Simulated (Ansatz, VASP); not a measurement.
**One calculation of SnSe, two programs**

```xyz
2
Lattice="0.0602 3.0401 3.0401 3.0401 0.0602 3.0401 3.0401 3.0401 0.0602" Properties=species:S:1:pos:R:3 pbc="T T T"
Sn    0.0000    0.0000    0.0000
Se    3.0702    3.0702    3.0702
```

Change from the starting cell: equal xy, yz and zx shear strains of +2 %, PAW files.

Alike in both runs: task electric field gradients; functional PBE; k mesh 9 × 9 × 9; occupations fermi-dirac, width 0.02 eV; no spin polarisation.

|  | VASP | Ansatz |
| --- | --- | --- |
| version | VASP 6.6.1 | Ansatz 0.2.0 |
| potentials or method | VASP PAW PBE potentials, release 64 (Sn_d, Se) | PAW with Ansatz's default frozen-core files, scalar-relativistic |
| plane-wave cutoff (eV) | 520 | 420 |
| valence electrons in the cell | 20 | 30 |

```tsv
	VASP	Ansatz	Ansatz less VASP
pressure (GPa)	1.0	1.0	0.00
traceless stress, the component that is largest in VASP (GPa)	-0.38	-0.38	-0.001
size of Vzz on the site where it differs most (V/Å²)	0.4	1.0	+0.60
```

With one functional, cell and mesh, what is left measures potentials, basis and numerics. VASP's potentials hold 20 valence electrons a cell and Ansatz's 30, so a difference there can come from the potentials and not from the codes.
